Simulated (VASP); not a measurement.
Wanted: the native input for a VASP 6.6.1 run.

| Quantity | Value |
| --- | --- |
| Task | single point |
| Functional | LDA |
| Potentials or basis | VASP PAW LDA potentials, release 64 (Ge_d) |
| Cutoff | 520 eV |
| k mesh | 6 × 6 × 6 |
| Occupations | gaussian, width 0.1 eV |
| Spin | no spin polarisation |
| Dipole correction | no |
| Further INCAR settings | ALGO = Normal; EDIFF = 1e-06; NBANDS = 21 |

The structure of Ge lies in POSCAR:

```
Ge
1.0
    0.0000000000      2.8290000000      2.8290000000
    2.8290000000      0.0000000000      2.8290000000
    2.8290000000      2.8290000000      0.0000000000
Ge
2
Direct
    0.0000000000      0.0000000000      0.0000000000
    0.2500000000      0.2500000000      0.2500000000
```

The input as run:

INCAR

```
SYSTEM = Ge
PREC     = Accurate       ! precision mode
ENCUT    = 520            ! plane-wave cutoff, eV
EDIFF    = 1E-6           ! SCF threshold, eV
ISMEAR   = 0              ! smearing method
SIGMA    = 0.1            ! smearing width, eV
LREAL    = .False.        ! projectors in reciprocal space
LASPH    = .True.         ! aspherical terms in the spheres
NELM     = 100            ! most SCF steps
ALGO     = Normal         ! electronic algorithm
ISIF     = 2              ! what is computed and relaxed
LWAVE    = .False.        ! write WAVECAR
LCHARG   = .True.         ! write CHGCAR
GGA      = CA             ! functional
LELF     = .True.         ! ELF
LVHAR    = .True.       
NBANDS   = 21             ! bands
```

KPOINTS

```
Automatic mesh
0
Gamma
  6 6 6
  0 0 0
```

Potentials or basis: VASP PAW LDA potentials, release 64 (Ge_d).

Launch:

```sh
$ cat potpaw_LDA.64/Ge_d/POTCAR > POTCAR
$ mpirun -np 1 vasp_std > vasp.out
```

Results of the run:

```yaml
Pressure: -1.0 GPa
Band_gap_on_the_k_mesh: zero (filled and empty bands touch)
```

Run time: 33 s on 1 thread of AMD EPYC 7R13, on a shared host, peak memory 0.12 GiB.
